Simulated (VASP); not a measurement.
A run of VASP 6.6.1:

Contents of INCAR:

```
SYSTEM = LiTi3
PREC     = Accurate       ! precision mode
ENCUT    = 600            ! plane-wave cutoff, eV
EDIFF    = 1E-7           ! SCF threshold, eV
ISMEAR   = 0              ! smearing method
SIGMA    = 0.1            ! smearing width, eV
LREAL    = .False.        ! projectors in reciprocal space
LASPH    = .True.         ! aspherical terms in the spheres
NELM     = 80             ! most SCF steps
ALGO     = Normal         ! electronic algorithm
ISIF     = 3              ! what is computed and relaxed
LWAVE    = .False.        ! write WAVECAR
LCHARG   = .False.        ! write CHGCAR
GGA      = PE             ! functional
IBRION   = 2              ! ionic algorithm
NSW      = 90             ! ionic steps
EDIFFG   = -0.04          ! ionic threshold
```

Contents of KPOINTS:

```
regular mesh
0
Gamma
  6 6 6
  0 0 0
```

The input POSCAR:

```
LiTi3
1.0
   -1.8431181390      1.8431181390      4.1170950637
    1.8431181390     -1.8431181390      4.1170950637
    1.8431181390      1.8431181390     -4.1170950637
Li Ti
1 3
Direct
    0.0000000000      0.0000000000      0.0000000000
    0.5000000000      0.5000000000      0.0000000000
    0.2500000000      0.7500000000      0.5000000000
    0.7500000000      0.2500000000      0.5000000000
```

Potentials or basis: VASP PAW PBE potentials, release 64 (Li_sv, Ti_sv).

The run is started by

```bash
$ cat potpaw_PBE.64/Li_sv/POTCAR potpaw_PBE.64/Ti_sv/POTCAR > POTCAR
$ mpirun -np 1 vasp_std > vasp.out
```

Hardware: 1 thread of Intel(R) Xeon(R) Platinum 8488C (Sapphire Rapids), with other jobs on the host.

**Question.** Estimate the wall time of this run.

**Answer.** Run time: 5.1 min on 1 thread of Intel(R) Xeon(R) Platinum 8488C (Sapphire Rapids) (shared host), peak memory 0.27 GiB. Counts: scf iterations 79, k points 30, ion steps 6.
